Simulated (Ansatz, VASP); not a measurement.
# EuO in VASP and in Ansatz

```
Eu O
1.0
     0.00000    2.57195    2.57195
     2.57195    0.00000    2.57195
     5.14390    5.14390    0.00000
Eu O
2 2
Direct
  0.00000 0.00000 0.00000
  0.00000 0.00000 0.50000
  0.50000 0.50000 0.25000
  0.50000 0.50000 0.75000
```

Alike in both runs: task single point; functional PBE; k mesh 6 × 6 × 3; occupations fermi-dirac, width 0.03 eV; collinear spin; Hubbard terms Eu f U = 5.3 eV.

```csv
,VASP,Ansatz
version,VASP 6.6.1,Ansatz 0.2.0
potentials or method,"VASP PAW PBE potentials, release 64 (Eu, O), cutoff 600 eV","PAW, plane waves, scalar-relativistic"
valence electrons in the cell,46,46
```

```tsv
	VASP	Ansatz	Ansatz less VASP
pressure (GPa)	0.6	1.3	+0.69
net moment per atom (μB)	3.50	3.50	0.000
size of the moment on the site where the two differ most (μB)	6.71	6.75	+0.032
```

Site moments also hang on the region over which each program counts them. The programs project onto different local orbitals, so the same U acts differently, and such runs can settle in different states.

Spin-orbit coupling is off throughout.
